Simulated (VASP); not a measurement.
## RbCl: single point with PBE

RbCl:

```xyz
2
Lattice="0.0000 3.3058 3.3058 3.3058 0.0000 3.3058 3.3058 3.3058 0.0000" Properties=species:S:1:pos:R:3 pbc="T T T"
Rb    0.0000    0.0000    0.0000
Cl    3.3058    3.3058    3.3058
```

```yaml
Program: VASP 6.6.1
Task: single point
Functional: PBE
Potentials_or_basis: VASP PAW PBE potentials, release 64 (Rb_sv, Cl)
Cutoff: 500 eV
k_mesh: 6 × 6 × 6
Occupations: gaussian, width 0.01 eV
Spin: non-collinear spin, zero start, spin-orbit coupling
Starting_moments: "[[0.0, 0.0, 0.0], [0.0, 0.0, 0.0]] μB"
```

The pressure is 0.6 GPa and the net moment is 0.00 μB per cell. The valence electrons inside the program's atomic spheres are Rb 7.32; Cl 5.15.

Moments on the atoms (μB; x, y, z):
```
Rb  0.00 0.00 0.00
Cl  0.00 0.00 0.00
```

Wall time 80 s on 1 thread of Intel(R) Xeon(R) Platinum 8375C CPU @ 2.90GHz (Ice Lake), with other jobs on the host, peak memory 0.39 GiB.
